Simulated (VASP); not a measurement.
# MoSe2 (P6_3/mmc) in VASP: single point with PBEsol

Aim: the single point of MoSe2 with PBEsol.

Everything below comes from runs of VASP 6.6.1. Logs are shortened: lines on timing, memory, paths and dates and some standing lists are left out, and cuts for length are marked.

## (1) The cell of the first run

It takes space group P6_3/mmc (No. 194, hexagonal). The conventional cell has a = 3.276 Å, b = 3.276 Å, c = 12.732 Å, α = 90.00°, β = 90.00°, γ = 120.00°. Mo (site symmetry -6m2) has 6 Se at 2.53 Å and 6 Mo at 3.28 Å within 3.3 Å. Se (site symmetry 3m) has 3 Mo at 2.53 Å and 7 Se at 3.28 to 3.35 Å within 3.4 Å.

## (2) Single point, PBEsol

The input, POSCAR:

```
MoSe2
1.0
    3.2761977964      0.0000000000      0.0000000000
   -1.6380988982      2.8372705195      0.0000000000
    0.0000000000      0.0000000000     12.7317697643
Mo Se
2 4
Direct
    0.3333333333      0.6666666667      0.2500000000
    0.6666666667      0.3333333333      0.7500000000
    0.3333333333      0.6666666667      0.6184761040
    0.6666666667      0.3333333333      0.1184761040
    0.3333333333      0.6666666667      0.8815238960
    0.6666666667      0.3333333333      0.3815238960
```

The input, INCAR.step1:

```
ALGO = Normal ; EDIFF = 1E-6
ENCUT = 400 ; GGA = PS
GGA_COMPAT = False ; ISIF = 2
ISMEAR = 0 ; LASPH = True
LCHARG = True ; LMAXMIX = 4
LORBIT = 11 ; LREAL = False
LWAVE = False ; NBANDS = 35
NEDOS = 2001 ; NELM = 120
PREC = Accurate ; SIGMA = 0.02
```

The input, KPOINTS.step1:

```
k-points
0
Gamma
  12 12 2
```

The input, INCAR.step2:

```
ALGO = Normal ; EDIFF = 1E-6
ENCUT = 400 ; GGA = PS
GGA_COMPAT = False ; ICHARG = 11
ISIF = 2 ; ISMEAR = -5
LASPH = True ; LCHARG = False
LMAXMIX = 4 ; LORBIT = 11
LREAL = False ; LWAVE = False
NBANDS = 35 ; NEDOS = 2001
NELM = 120 ; PREC = Accurate
SIGMA = 0.02
```

The input, KPOINTS.step2:

```
k-points
0
Gamma
  18 18 3
```

Potentials or basis: VASP PAW PBE potentials, release 64 (Mo_sv, Se).

On the command line:

```bash
cat potpaw_PBE.64/Mo_sv/POTCAR potpaw_PBE.64/Se/POTCAR > POTCAR
cp INCAR.step1 INCAR
cp KPOINTS.step1 KPOINTS
mpirun -np 1 vasp_std > vasp.out
cp INCAR.step2 INCAR
cp KPOINTS.step2 KPOINTS
mpirun -np 1 vasp_std > vasp.out
```

OUTCAR:

```text
EDIFF = 1E-6
   ENCUT = 400
   GGA = PS
   ICHARG = 11
   ISIF = 2
   ISMEAR = -5
   LASPH = True
   LORBIT = 11
   LREAL = False
   NELM = 120
   PREC = Accurate

 ion  position               nearest neighbor table
   1  0.333  0.667  0.250-   4 2.53   6 2.53   4 2.53   6 2.53   4 2.53   6 2.53
   2  0.667  0.333  0.750-   3 2.53   5 2.53   3 2.53   5 2.53   3 2.53   5 2.53
   3  0.333  0.667  0.618-   2 2.53   2 2.53   2 2.53
   4  0.667  0.333  0.118-   1 2.53   1 2.53   1 2.53
   5  0.333  0.667  0.882-   2 2.53   2 2.53   2 2.53
   6  0.667  0.333  0.382-   1 2.53   1 2.53   1 2.53

  LATTYP: Found a hexagonal cell.
 ALAT       =     3.2761977964
 C/A-ratio  =     3.8861419717

  Lattice vectors:

 A1 = (   3.2761977964,   0.0000000000,   0.0000000000)
 A2 = (  -1.6380988982,   2.8372705195,   0.0000000000)
 A3 = (   0.0000000000,   0.0000000000,  12.7317697643)

Analysis of symmetry for initial positions (statically):
=====================================================================
 Subroutine PRICEL returns:
 Original cell was already a primitive cell.

 Routine SETGRP: Setting up the symmetry group for a
 hexagonal supercell.

 Subroutine GETGRP returns: Found 24 space group operations
 (whereof 12 operations were pure point group operations)
 out of a pool of 24 trial point group operations.

The static configuration has the point symmetry D_3d.
 The point group associated with its full space group is D_6h.

Analysis of symmetry for dynamics (positions and initial velocities):
=====================================================================
 Subroutine PRICEL returns:
 Original cell was already a primitive cell.

 Routine SETGRP: Setting up the symmetry group for a
 hexagonal supercell.

 Subroutine GETGRP returns: Found 24 space group operations
 (whereof 12 operations were pure point group operations)
 out of a pool of 24 trial point group operations.

The dynamic configuration has the point symmetry D_3d.
 The point group associated with its full space group is D_6h.

 Subroutine INISYM returns: Found 24 space group operations
 (whereof 12 operations are pure point group operations),
 and found     1 'primitive' translations
[... 106 lines left out ...]
   LREAL  =      F    real-space projection
   EDIFFG = 0.1E-04   stopping-criterion for IOM
   NSW    =      0    number of steps for IOM
   IBRION =     -1    ionic relax: 0-MD 1-quasi-New 2-CG
   NFREE  =      0    steps in history (QN), initial steepest desc. (CG)
   ISIF   =      2    stress and relaxation
   ISYM   =      2    0-nonsym 1-usesym 2-fastsym
   POTIM  = 0.5000    time-step for ionic-motion
   TEBEG  =    0.0;   TEEND  =   0.0 temperature during run
   PSTRESS=    0.0 pullay stress
   NELECT =      52.0000    total number of electrons
   NUPDOWN=      -1.0000    fix difference up-down
   EMIN   =  10.00;   EMAX   =-10.00  energy-range for DOS
   EFERMI =   0.00;   METHOD = LEGACY
   ISMEAR =    -5;   SIGMA  =   0.02  broadening in eV -4-tet -1-fermi 0-gaus
   EFERMI_NEDOS =   21; number of points for ismear=-14 and -15
   IALGO  =     38    algorithm
   IMIX   =      4    mixing-type and parameters
     AMIX     =   0.40;   BMIX     =  1.00
     AMIX_MAG =   1.60;   BMIX_MAG =  1.00
  volume/ion in A,a.u.               =      19.72       133.11
  Fermi-wavevector in a.u.,A,eV,Ry     =   1.244580  2.351915 21.075136  1.548979
  Thomas-Fermi vector in A             =   2.378840
   LORBIT       =     11    0 simple, 1 ext, 2 COOP (PROOUT), +10 PAW based schemes
   GGA     = PS    functional components
   LHFCALC =     F    Hartree Fock is set to
   AEXX    =    0.0000 exact exchange contribution
   IVDW    =     0    specifies the selected vdW correction
   LEPSILON=     F    determine dielectric tensor
   LRPA    =     F    only Hartree local field effects (RPA)
 non-spin polarized calculation
 Fermi weights with tetrahedron method with Bloechl corrections
  energy-cutoff  :      400.00
  volume of cell :      118.35
 maximum number of plane-waves:      2184
 NGX is ok and might be reduce to    24

 number of electron      52.0000003 magnetization

 Free energy of the ion-electron system (eV)
  ---------------------------------------------------
  ext. energy  EPLUGINS =         0.00000000
  ---------------------------------------------------
  free energy    TOTEN  =       -43.24034114 eV

  energy without entropy =      -43.24034114  energy(sigma->0) =      -43.24034114

 E-fermi :   6.6387     XC(G=0): -10.9924

 val. band max:        6.6128618697   @ k =   0.0000   0.0000   0.0000
 cond. band min:       7.3435725998   @ k =   0.2222   0.1667   0.0000
 fundamental gap:      0.7307107301
 Fermi energy:         6.6387432648

 k-point     1 :       0.0000    0.0000    0.0000
  band No.  band energies     occupation
      1     -54.4954      2.00000
      2     -54.4954      2.00000
      3     -28.7031      2.00000
      4     -28.7026      2.00000
      5     -28.4949      2.00000
      6     -28.4949      2.00000
[... 901 lines left out ...]
     34      10.8016      0.00000
     35      11.7852      0.00000

 [... further k-points ...]
[... 5 lines left out ...]
  --------------------------------------------------------------------------------------
  -------------------------------------------------------------------------------------
  Total       -0.7076313     -0.7076313     -0.6273579      0.0000000      0.0000000     -0.0000000
  in kB       -9.5798336     -9.5798336     -8.4931021      0.0000000      0.0000000     -0.0000000
  external PRESSURE =      -9.2175898 kB  Pullay stress =       0.0000000 kB

 VOLUME and BASIS-vectors are now :
 -----------------------------------------------------------------------------
  energy-cutoff  :      400.00
  volume of cell :      118.35
      direct lattice vectors                 reciprocal lattice vectors
     3.276197796  0.000000000  0.000000000     0.305231876  0.176225706  0.000000000
    -1.638098898  2.837270520  0.000000000     0.000000000  0.352451412  0.000000000
     0.000000000  0.000000000 12.731769764     0.000000000  0.000000000  0.078543676

 POSITION                                       TOTAL-FORCE (eV/Angst)
 -----------------------------------------------------------------------------------
     -0.00000      1.89151      3.18294         0.000000      0.000000      0.000000
      1.63810      0.94576      9.54883        -0.000000      0.000000      0.000000
     -0.00000      1.89151      7.87430        -0.000000      0.000000      0.215887
      1.63810      0.94576      1.50841        -0.000000     -0.000000      0.215887
     -0.00000      1.89151     11.22336        -0.000000      0.000000     -0.215887
      1.63810      0.94576      4.85747        -0.000000      0.000000     -0.215887
 -----------------------------------------------------------------------------------
    total drift:                               -0.000000      0.000000     -0.000000

  FREE ENERGIE OF THE ION-ELECTRON SYSTEM (eV)
  ---------------------------------------------------
  free  energy   TOTEN  =       -43.2403411365 eV

  energy  without entropy=      -43.2403411365  energy(sigma->0) =      -43.24034114

 total charge

# of ion       s       p       d       tot
------------------------------------------
    1        2.277   6.188   3.962  12.427
    2        2.277   6.188   3.962  12.427
    3        1.481   2.317   0.066   3.864
    4        1.481   2.317   0.066   3.864
    5        1.481   2.317   0.066   3.864
    6        1.481   2.317   0.066   3.864
--------------------------------------------------
tot         10.478  21.643   8.190  40.311
```

OSZICAR.step1:

```text
N       E                     dE             d eps       ncg     rms          rms(c)
DAV:   1     0.368918832000E+03    0.36892E+03   -0.25344E+04  3044   0.114E+03
DAV:   2    -0.258618109735E+02   -0.39478E+03   -0.38153E+03  3247   0.320E+02
DAV:   3    -0.450636341869E+02   -0.19202E+02   -0.18826E+02  3149   0.629E+01
DAV:   4    -0.453718044855E+02   -0.30817E+00   -0.30716E+00  3153   0.791E+00
DAV:   5    -0.453752060371E+02   -0.34016E-02   -0.33967E-02  3070   0.809E-01    0.268E+01
DAV:   6    -0.440089378085E+02    0.13663E+01   -0.88483E+00  2857   0.185E+01    0.743E+00
DAV:   7    -0.436520906274E+02    0.35685E+00   -0.58318E+00  2804   0.131E+01    0.683E+00
DAV:   8    -0.432431482298E+02    0.40894E+00   -0.82353E-01  2839   0.573E+00    0.195E+00
DAV:   9    -0.432452979226E+02   -0.21497E-02   -0.13012E-01  2975   0.169E+00    0.110E+00
DAV:  10    -0.432398252014E+02    0.54727E-02   -0.20089E-02  2815   0.910E-01    0.166E-01
DAV:  11    -0.432399815411E+02   -0.15634E-03   -0.11266E-03  3072   0.164E-01    0.495E-02
DAV:  12    -0.432399701766E+02    0.11365E-04   -0.91167E-05  2995   0.541E-02    0.180E-02
DAV:  13    -0.432399763650E+02   -0.61884E-05   -0.41011E-05  2927   0.321E-02    0.202E-02
DAV:  14    -0.432399754172E+02    0.94771E-06   -0.55716E-06  2550   0.136E-02
   1 F= -.43239975E+02 E0= -.43239975E+02  d E =-.629021E-17
```

Run time: 6.7 min. Hardware: 1 thread of Intel Xeon 8259CL, shared host; peak memory 0.32 GiB.

What came out:

```yaml
Valence_electrons_inside_the_program's_atomic_spheres: Mo 12.43; Se 3.86
```

Caveat: the PAW data sets were made with another functional, which shifts forces and pressure a little; this functional lacks dispersion, which binds the layers, so the pressure and a relaxed spacing across them are unreliable.
